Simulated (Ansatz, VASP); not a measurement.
## Mg3CdSe4 in VASP and in Ansatz

Contents of INCAR:

```
  PREC = Accurate
  ENCUT = 520
  EDIFF = 1E-6
  ISMEAR = 0
  SIGMA = 0.1
  LREAL = F
  LASPH = T
  NELM = 80
  ALGO = Normal
  ISIF = 2
  LWAVE = F
  LCHARG = T
  GGA = PE
  LELF = T
  LVHAR = T
  NBANDS = 31
```

The input KPOINTS:

```
regular mesh
0
Gamma
  2 2 2
```

Contents of POSCAR:

```
Mg3CdSe4
1.0
    6.0433029825      0.0000000000      0.0000000000
    0.0000000000      6.0433029825      0.0000000000
    0.0000000000      0.0000000000      6.0433029825
Mg Cd Se
3 1 4
Direct
    1.0000000000      0.0000000000      0.5000000000
    1.0000000000      0.5000000000      0.0000000000
    0.5000000000      0.0000000000      0.0000000000
    0.5000000000      0.5000000000      0.5000000000
    0.7557860751      0.7557860751      0.2442139249
    0.7557860751      0.2442139249      0.7557860751
    0.2442139249      0.7557860751      0.7557860751
    0.2442139249      0.2442139249      0.2442139249
```

Input for Ansatz:

```yaml
crystal:
  lattice:
    - [6.0433029825, 0.0, 0.0]
    - [0.0, 6.0433029825, 0.0]
    - [0.0, 0.0, 6.0433029825]
  atoms:
    - { symbol: Mg, position: [1.0, 0.0, 0.5] }
    - { symbol: Mg, position: [1.0, 0.5, 0.0] }
    - { symbol: Mg, position: [0.5, 0.0, 0.0] }
    - { symbol: Cd, position: [0.5, 0.5, 0.5] }
    - { symbol: Se, position: [0.7557860751, 0.7557860751, 0.2442139249] }
    - { symbol: Se, position: [0.7557860751, 0.2442139249, 0.7557860751] }
    - { symbol: Se, position: [0.2442139249, 0.7557860751, 0.7557860751] }
    - { symbol: Se, position: [0.2442139249, 0.2442139249, 0.2442139249] }
basis:
  ecutwfc: 420
kpoints:
  mp_grid: { grid: [2, 2, 2] }
hamiltonian:
  xc: pbe
scf:
  occupations: { method: gaussian, width: 0.1 }
  lower_state_search: "off"
output:
  forces: true
  stress: true
  eigenvalues: true
```

Alike in both runs: task single point; functional PBE; k mesh 2 × 2 × 2; occupations gaussian, width 0.1 eV; no spin polarisation.

|  | VASP | Ansatz |
| --- | --- | --- |
| version | VASP 6.6.1 | Ansatz 0.2.0 |
| potentials or method | VASP PAW PBE potentials, release 64 (Mg, Cd, Se), cutoff 520 eV | scalar-relativistic, plane waves, PAW |
| valence electrons in the cell | 42 | 114 |

Ansatz gave:

* gap on the k mesh at the Fermi level (eV): 1.93
* least direct gap on the mesh (eV): 1.93
* pressure (GPa): 0.1
* rms of the force components (eV/Å): 0.002

Question: Which values does VASP return?

Answer: gap on the k mesh at the Fermi level (eV): 1.92; least direct gap on the mesh (eV): 1.92; pressure (GPa): 0.1; rms of the force components (eV/Å): 0.010.

Atom by atom the forces differ by 0.012 eV/Å (rms over components). VASP's potentials hold 42 valence electrons a cell and Ansatz's 114, so a difference there can come from the potentials and not from the codes.

The k mesh is coarse, so the values compare programs but aren't converged.
